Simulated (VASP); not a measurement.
Wanted: the native input for a VASP 6.6.1 run.

```
Task                   : single point
Functional             : PBE
Potentials or basis    : VASP PAW PBE potentials, release 64 (Co, O)
Cutoff                 : 520 eV
k mesh                 : 18 × 18 × 18
Occupations            : gaussian, width 0.1 eV
Spin                   : collinear spin, ferromagnetic start
Starting moments       : [2.7, 0.34] μB
Dipole correction      : no
Further INCAR settings : ALGO = Normal; EDIFF = 1e-06; NBANDS = 18
```

The structure of CoO lies in POSCAR:

```
CoO
1.0
    1.5107525019      0.8722333638      2.1163589618
   -1.5107525019      0.8722333638      2.1163589618
    0.0000000000     -1.7444667273      2.1163589619
Co O
1 1
Direct
    0.0000000000      0.0000000000      0.0000000000
    0.5000000000      0.5000000000      0.5000000000
```

The input as run:

INCAR

```
  ALGO = Normal
  EDIFF = 1E-6
  ENCUT = 520
  GGA = PE
  ISIF = 2
  ISMEAR = 0
  ISPIN = 2
  LASPH = True
  LCHARG = False
  LMAXMIX = 4
  LORBIT = 11
  LREAL = False
  LWAVE = False
  MAGMOM = 2.7 0.34
  NBANDS = 18
  NELM = 150
  PREC = Accurate
  SIGMA = 0.1
```

KPOINTS

```
k-points
0
Gamma
  18 18 18
```

Potentials or basis: VASP PAW PBE potentials, release 64 (Co, O).

The run is started by

```console
$ cat potpaw_PBE.64/Co/POTCAR potpaw_PBE.64/O/POTCAR > POTCAR
$ mpirun -np 1 vasp_std > vasp.out
```

Results of the run:

The pressure is 23.8 GPa. The net moment is 2.36 μB per cell, the site moments are Co +2.14; O +0.19 μB and the valence electrons inside the program's atomic spheres are Co 8.08; O 5.03.

Caveat: the cell stands under pressure; a cell with one magnetic atom can't hold antiferromagnetic order, which such compounds often take.

Wall time 3.2 min on 1 thread of Oxide Virtual Turin-like Processor, on a shared host, peak memory 0.31 GiB.
